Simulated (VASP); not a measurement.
# KI (I4/mmm) in VASP: further runs

Runs on KI. Level: PBE. Tasks: single point.

Everything below comes from runs of VASP 6.6.1. Logs are shortened: lines on timing, memory, paths and dates and some standing lists are left out, and cuts for length are marked.

### Step 1. The cell of the first run

It takes space group I4/mmm (No. 139, tetragonal). Conventional cell: a = 4.567 Å, b = 4.567 Å, c = 8.396 Å, α = 90.00°, β = 90.00°, γ = 90.00°. Within 4.2 Å of K (site symmetry 4/mmm) lie 6 I at 3.23 to 4.20 Å. Within 4.2 Å of I (site symmetry 4/mmm) lie 6 K at 3.23 to 4.20 Å.

### Step 2. Single point, PBE

INCAR

```
  ALGO = Normal
  EDIFF = 1E-6
  ENCUT = 520
  GGA = PE
  ISIF = 2
  ISMEAR = 0
  LASPH = T
  LCHARG = F
  LREAL = F
  LWAVE = F
  NBANDS = 15
  NELM = 80
  PREC = Accurate
  SIGMA = 0.05
```

KPOINTS

```
k-points
0
Gamma
  6 6 6
```

POSCAR

```
KI
1.0
    0.0000000000      3.2294053358      4.1982269365
    3.2294053358      0.0000000000      4.1982269365
    3.2294053358      3.2294053358      0.0000000000
K I
1 1
Direct
    0.0000000000      0.0000000000      0.0000000000
    0.5000000000      0.5000000000      0.5000000000
```

Potentials or basis: VASP PAW PBE potentials, release 64 (K_sv, I).

Launch:

```sh
$ cat potpaw_PBE.64/K_sv/POTCAR potpaw_PBE.64/I/POTCAR > POTCAR
$ mpirun -np 1 vasp_std > vasp.out
```

OUTCAR:

```text
EDIFF = 1E-6
   ENCUT = 520
   GGA = PE
   ISIF = 2
   ISMEAR = 0
   LASPH = T
   LREAL = F
   NELM = 80
   PREC = Accurate

 ion  position               nearest neighbor table
   1  0.000  0.000  0.000-   2 3.23   2 3.23   2 3.23   2 3.23
   2  0.500  0.500  0.500-   1 3.23   1 3.23   1 3.23   1 3.23

  LATTYP: Found a body centered tetragonal cell.
 ALAT       =     4.5670688243
 C/A-ratio  =     1.8384776311

  Lattice vectors:

 A1 = (  -3.2294053358,   0.0000000000,   4.1982269365)
 A2 = (   3.2294053358,   0.0000000000,   4.1982269365)
 A3 = (   0.0000000000,   3.2294053358,  -4.1982269365)

Analysis of symmetry for initial positions (statically):
=====================================================================
 Subroutine PRICEL returns:
 Original cell was already a primitive cell.

 Routine SETGRP: Setting up the symmetry group for a
 body centered tetragonal supercell.

 Subroutine GETGRP returns: Found 16 space group operations
 (whereof 16 operations were pure point group operations)
 out of a pool of 16 trial point group operations.

The static configuration has the point symmetry D_4h.

Analysis of symmetry for dynamics (positions and initial velocities):
=====================================================================
 Subroutine PRICEL returns:
 Original cell was already a primitive cell.

 Routine SETGRP: Setting up the symmetry group for a
 body centered tetragonal supercell.

 Subroutine GETGRP returns: Found 16 space group operations
 (whereof 16 operations were pure point group operations)
 out of a pool of 16 trial point group operations.

The dynamic configuration has the point symmetry D_4h.

 Subroutine INISYM returns: Found 16 space group operations
 (whereof 16 operations are pure point group operations),
 and found     1 'primitive' translations

----------------------------------------------------------------------------------------

                                     Primitive cell

  volume of cell :      87.5671

  direct lattice vectors                    reciprocal lattice vectors
     0.000000000  3.229405336  4.198226937    -0.154827266  0.154827266  0.119097897
     3.229405336  0.000000000  4.198226937     0.154827266 -0.154827266  0.119097897
     3.229405336  3.229405336  0.000000000     0.154827266  0.154827266 -0.119097897

  length of vectors
     5.296618566  5.296618566  4.567068824     0.249253433  0.249253433  0.249253433

  position of ions in fractional coordinates (direct lattice)
     0.000000000  0.000000000  0.000000000
     0.500000000  0.500000000  0.500000000

  ion indices of the primitive-cell ions
   primitive index   ion index
                 1           1
                 2           2

----------------------------------------------------------------------------------------

 KPOINTS: k-points

Automatic generation of k-mesh.
 Grid dimensions read from file:
 generate k-points for:    6    6    6

 Generating k-lattice:

  Cartesian coordinates                     Fractional coordinates (reciprocal lattice)
    -0.025804544  0.025804544  0.019849650     0.166666667  0.000000000  0.000000000
     0.025804544 -0.025804544  0.019849650     0.000000000  0.166666667  0.000000000
     0.025804544  0.025804544 -0.019849650     0.000000000  0.000000000  0.166666667

  Length of vectors
     0.041542239  0.041542239  0.041542239

  Shift w.r.t. Gamma in fractional coordinates (k-lattice)
     0.000000000  0.000000000  0.000000000

 Subroutine IBZKPT returns following result:
 ===========================================

 Found     30 irreducible k-points:

 Following reciprocal coordinates:
            Coordinates               Weight
  0.000000  0.000000  0.000000      1.000000
  0.166667  0.000000  0.000000      8.000000
  0.333333  0.000000  0.000000      8.000000
  0.500000  0.000000  0.000000      4.000000
  0.166667  0.166667  0.000000      2.000000
  0.333333  0.166667  0.000000      8.000000
[... 16 lines left out ...]
  0.333333  0.000000  0.333333      4.000000
  0.500000 -0.000000  0.333333     16.000000
 [... further k-points ...]
   k-points           NKPTS =     30   k-points in BZ     NKDIM =     30   number of bands    NBANDS=     15
   number of dos      NEDOS =    301   number of ions     NIONS =      2
   total plane-waves  NPLWV =  57600
   dimension x,y,z NGX =    40 NGY =   40 NGZ =   36
   dimension x,y,z NGXF=    80 NGYF=   80 NGZF=   72
   ions per type =               1   1
   NGX,Y,Z   is equivalent  to a cutoff of  12.55, 12.55, 13.10 a.u.
   NGXF,Y,Z  is equivalent  to a cutoff of  25.11, 25.11, 26.21 a.u.
 SYSTEM =  unknown system
   PREC   = accura    normal or accurate (medium, high low for compatibility)
   ISTART =      0    job   : 0-new  1-cont  2-samecut
   ICHARG =      2    charge: 1-file 2-atom 10-const
   ISPIN  =      1    spin polarized calculation?
   LNONCOLLINEAR =      F non collinear calculations
   LSORBIT =      F    spin-orbit coupling
   LASPH  =      T    aspherical Exc in radial PAW
   ENCUT  =  520.0 eV  38.22 Ry    6.18 a.u.   9.85  9.85  8.49*2*pi/ulx,y,z
   NELM   =     80;   NELMIN=  2; NELMDL= -5     # of ELM steps
   EDIFF  = 0.1E-05   stopping-criterion for ELM
   LREAL  =      F    real-space projection
[... 7 lines left out ...]
   TEBEG  =    0.0;   TEEND  =   0.0 temperature during run
   PSTRESS=    0.0 pullay stress
   NELECT =      16.0000    total number of electrons
   NUPDOWN=      -1.0000    fix difference up-down
   EMIN   =  10.00;   EMAX   =-10.00  energy-range for DOS
   EFERMI =   0.00;   METHOD = LEGACY
   ISMEAR =     0;   SIGMA  =   0.05  broadening in eV -4-tet -1-fermi 0-gaus
   EFERMI_NEDOS =   21; number of points for ismear=-14 and -15
   IALGO  =     38    algorithm
   IMIX   =      4    mixing-type and parameters
     AMIX     =   0.40;   BMIX     =  1.00
     AMIX_MAG =   1.60;   BMIX_MAG =  1.00
  volume/ion in A,a.u.               =      43.78       295.47
  Fermi-wavevector in a.u.,A,eV,Ry     =   0.928969  1.755497 11.741598  0.862983
  Thomas-Fermi vector in A             =   2.055202
   LORBIT       =      0    0 simple, 1 ext, 2 COOP (PROOUT), +10 PAW based schemes
   GGA     = PE    functional components
   LHFCALC =     F    Hartree Fock is set to
   AEXX    =    0.0000 exact exchange contribution
   IVDW    =     0    specifies the selected vdW correction
   LEPSILON=     F    determine dielectric tensor
   LRPA    =     F    only Hartree local field effects (RPA)
 non-spin polarized calculation
 Gauss-broadening in eV      SIGMA  =   0.05
  energy-cutoff  :      520.00
  volume of cell :       87.57
 maximum number of plane-waves:      2384
   NGX = 19   NGY = 19   NGZ = 17

 number of electron      16.0000000 magnetization

 Free energy of the ion-electron system (eV)
  ---------------------------------------------------
  ext. energy  EPLUGINS =         0.00000000
  ---------------------------------------------------
  free energy    TOTEN  =        -5.26677270 eV

  energy without entropy =       -5.26677270  energy(sigma->0) =       -5.26677270

 E-fermi :  -0.0413     XC(G=0):  -7.1156

 val. band max:       -0.3035224239   @ k =   0.0000   0.0000   0.0000
 cond. band min:       3.5135276550   @ k =   0.0000   0.0000   0.0000
 fundamental gap:      3.8170500788
 Fermi energy:        -0.0412981828

 k-point     1 :       0.0000    0.0000    0.0000
  band No.  band energies     occupation
      1     -28.7426      2.00000
      2     -12.2740      2.00000
      3     -12.2610      2.00000
      4     -12.2610      2.00000
      5     -10.9749      2.00000
      6      -0.5224      2.00000
      7      -0.3035      2.00000
      8      -0.3035      2.00000
      9       3.5135      0.00000
     10       5.2184      0.00000
     11       6.7166      0.00000
     12       6.7565      0.00000
     13       6.7565      0.00000
     14       7.2587      0.00000
     15       9.7146      0.00000

 k-point     2 :       0.1667    0.0000    0.0000
  band No.  band energies     occupation
      1     -28.7417      2.00000
      2     -12.3591      2.00000
      3     -12.2752      2.00000
      4     -12.2560      2.00000
      5     -10.8305      2.00000
      6      -0.8146      2.00000
      7      -0.5876      2.00000
      8      -0.4171      2.00000
      9       4.0567      0.00000
     10       5.6334      0.00000
     11       6.5058      0.00000
     12       7.0116      0.00000
     13       7.1831      0.00000
     14       7.6695      0.00000
     15       9.7641      0.00000

 k-point     3 :       0.3333    0.0000    0.0000
  band No.  band energies     occupation
      1     -28.7399      2.00000
      2     -12.5155      2.00000
      3     -12.2778      2.00000
      4     -12.2460      2.00000
      5     -10.5761      2.00000
      6      -1.5429      2.00000
      7      -0.7728      2.00000
      8      -0.6277      2.00000
      9       4.8515      0.00000
     10       6.4506      0.00000
     11       6.7114      0.00000
     12       7.7111      0.00000
     13       8.3330      0.00000
     14       8.6893      0.00000
     15       8.7886      0.00000

 k-point     4 :       0.5000    0.0000    0.0000
  band No.  band energies     occupation
      1     -28.7390      2.00000
      2     -12.5814      2.00000
      3     -12.2791      2.00000
      4     -12.2409      2.00000
      5     -10.4585      2.00000
      6      -1.8522      2.00000
      7      -0.8543      2.00000
      8      -0.7259      2.00000
      9       5.0815      0.00000
     10       6.9940      0.00000
     11       7.3893      0.00000
     12       8.3378      0.00000
     13       8.4914      0.00000
     14       8.5990      0.00000
     15       8.9918      0.00000
[... 307 lines left out ...]
 k-point    22 :      -0.3333    0.5000    0.1667
  band No.  band energies     occupation
      1     -28.7402      2.00000
      2     -12.3843      2.00000
      3     -12.2956      2.00000
      4     -12.2846      2.00000
      5     -10.7044      2.00000
      6      -1.3125      2.00000
      7      -0.9809      2.00000
      8      -0.7387      2.00000
      9       5.5656      0.00000
     10       6.4648      0.00000
     11       6.8691      0.00000
     12       8.0977      0.00000
     13       8.3754      0.00000
     14       8.4719      0.00000
     15       9.0376      0.00000

 k-point    23 :       0.3333    0.0000    0.3333
  band No.  band energies     occupation
      1     -28.7377      2.00000
      2     -12.4174      2.00000
      3     -12.3104      2.00000
      4     -12.2746      2.00000
      5     -10.6655      2.00000
      6      -1.4179      2.00000
      7      -0.8790      2.00000
      8      -0.6630      2.00000
      9       4.9445      0.00000
     10       5.2873      0.00000
     11       7.6455      0.00000
     12       8.1223      0.00000
     13       8.3775      0.00000
     14       8.4345      0.00000
     15       8.8081      0.00000

 k-point    24 :       0.5000   -0.0000    0.3333
  band No.  band energies     occupation
      1     -28.7369      2.00000
      2     -12.4034      2.00000
      3     -12.3098      2.00000
      4     -12.2766      2.00000
      5     -10.6913      2.00000
      6      -1.3694      2.00000
      7      -1.0212      2.00000
      8      -0.7431      2.00000
      9       4.9779      0.00000
     10       5.9189      0.00000
     11       7.1388      0.00000
     12       8.0591      0.00000
     13       8.4166      0.00000
     14       9.0071      0.00000
     15       9.2971      0.00000

 [... further k-points ...]
[... 5 lines left out ...]
  --------------------------------------------------------------------------------------
  -------------------------------------------------------------------------------------
  Total        2.7034067      2.7034067     -0.4933643      0.0000000      0.0000000     -0.0000000
  in kB       49.4630552     49.4630552     -9.0268714      0.0000000      0.0000000     -0.0000000
  external PRESSURE =      29.9664130 kB  Pullay stress =       0.0000000 kB

 VOLUME and BASIS-vectors are now :
 -----------------------------------------------------------------------------
  energy-cutoff  :      520.00
  volume of cell :       87.57
      direct lattice vectors                 reciprocal lattice vectors
     0.000000000  3.229405336  4.198226937    -0.154827266  0.154827266  0.119097897
     3.229405336  0.000000000  4.198226937     0.154827266 -0.154827266  0.119097897
     3.229405336  3.229405336  0.000000000     0.154827266  0.154827266 -0.119097897

 POSITION                                       TOTAL-FORCE (eV/Angst)
 -----------------------------------------------------------------------------------
      0.00000      0.00000      0.00000         0.000000     -0.000000     -0.000000
      3.22941      3.22941      4.19823         0.000000      0.000000      0.000000
 -----------------------------------------------------------------------------------
    total drift:                                0.000000     -0.000000     -0.000000

  FREE ENERGIE OF THE ION-ELECTRON SYSTEM (eV)
  ---------------------------------------------------
  free  energy   TOTEN  =        -5.2667726993 eV

  energy  without entropy=       -5.2667726993  energy(sigma->0) =       -5.26677270
```

Run time: 35 s. Hardware: 1 thread of Intel Xeon Platinum 8375C at 2.90GHz (Ice Lake), shared host; peak memory 0.24 GiB.

What came out:

```
Free energy            : -5.2668 eV
Pressure               : 3.0 GPa
Band gap on the k mesh : 3.82 eV, direct
```

Stress tensor (GPa, compression positive):
```
 4.95  0.00  0.00
 0.00  4.95  0.00
 0.00  0.00 -0.90
```

Caveat: spin-orbit coupling is left out, which moves the levels of the heavy elements.

(Continued in part 2 of 2.)
